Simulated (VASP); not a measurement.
MnO:

```
CELL_PARAMETERS angstrom
0.00000 2.22300 2.22300
2.22300 0.00000 2.22300
2.22300 2.22300 0.00000
ATOMIC_POSITIONS crystal
Mn 0.00000 0.00000 0.00000
O 0.50000 0.50000 0.50000
```

Base run:

```yaml
Program: VASP 6.6.1
Functional: RPBE
Potentials_or_basis: VASP PAW PBE potentials, release 64 (Mn_pv, O)
Cutoff: 520 eV
k_mesh: 12 × 12 × 12
Occupations: fermi-dirac, width 0.1 eV
Spin: collinear spin, ferromagnetic start
Starting_moments: "[4.0, 0.0] μB"
```

Its results: pressure 5.8 GPa; net moment 4.81 μB per cell; site moments Mn +4.37; O +0.20 μB.

**Question.** After a change of settings the same cell gave: pressure -0.4 GPa; net moment 4.75 μB per cell; site moments Mn +4.31; O +0.20 μB. Which change was it?
A. functional from RPBE to PBE
B. functional from RPBE to BLYP
C. functional from RPBE to LDA; potentials or basis from VASP PAW PBE potentials, release 64 (Mn_pv, O) to VASP PAW LDA potentials, release 64 (Mn_pv, O)
D. functional from RPBE to PBEsol; further incar settings from ALGO = Normal; EDIFF = 1e-06; NBANDS = 20 to ALGO = Normal; EDIFF = 1e-07; NBANDS = 20

**Answer.** A.

PBE binds more tightly than RPBE, so the same cell stands under less pressure.

Caveats: a cell with one magnetic atom can't hold antiferromagnetic order, which such compounds often take; the cell stands under pressure (at least some runs); the PAW data sets were made with another functional, which shifts forces and pressure a little (at least some runs).
